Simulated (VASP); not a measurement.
Here is a VASP 6.6.1 calculation.

Contents of INCAR:

```
ALGO = Normal
DIPOL = 0.5 0.5 0.486
EDIFF = 1E-6
ENCUT = 520
GGA = PE
IDIPOL = 3
ISIF = 2
ISMEAR = 0
IVDW = 12
LASPH = T
LCHARG = T
LDIPOL = T
LELF = T
LREAL = F
LVACPOTAV = T
LVHAR = T
LWAVE = F
NBANDS = 26
NELM = 80
PREC = Accurate
SIGMA = 0.1
```

Contents of KPOINTS:

```
k-points
0
Gamma
  12 12 1
```

File POSCAR:

```
HC8
1.0
    2.4655379958      0.0000000000      0.0000000000
   -1.2327689979      2.1341461202      0.0000000000
    0.0000000000      0.0000000000     29.1985170553
C H
8 1
Direct
    0.0833101794      0.1666203587      0.2911106747
    0.4166898206      0.8333796413      0.2911106747
    0.5833101794      0.1666203587      0.4075389574
    0.9166898206      0.8333796413      0.4075389574
    0.2678890142      0.5357780284      0.5224523440
    0.6012128803      1.2024257606      0.5223533664
    0.6014589121      0.2029178241      0.6321461171
    0.9348860747      0.8697721494      0.6230015058
    0.6014942370      0.2029884740      0.6723643867
```

Potentials or basis: VASP PAW PBE potentials, release 64 (C, H).

Command:

```bash
$ cat potpaw_PBE.64/C/POTCAR potpaw_PBE.64/H/POTCAR > POTCAR
$ mpirun -np 1 vasp_std > vasp.out
```

What does it give for the dispersion energy per atom?

-0.131 eV.

Estimate the largest force.

0.023 eV/Å.

Forces on the atoms (eV/Å):
```
C    0.000 -0.005  0.003
C    0.000  0.002 -0.001
C    0.000  0.009  0.015
C    0.000 -0.006 -0.017
C    0.000 -0.009  0.001
C    0.000  0.009 -0.004
C    0.000  0.013  0.000
C    0.000 -0.013 -0.018
H    0.000  0.000  0.022
```
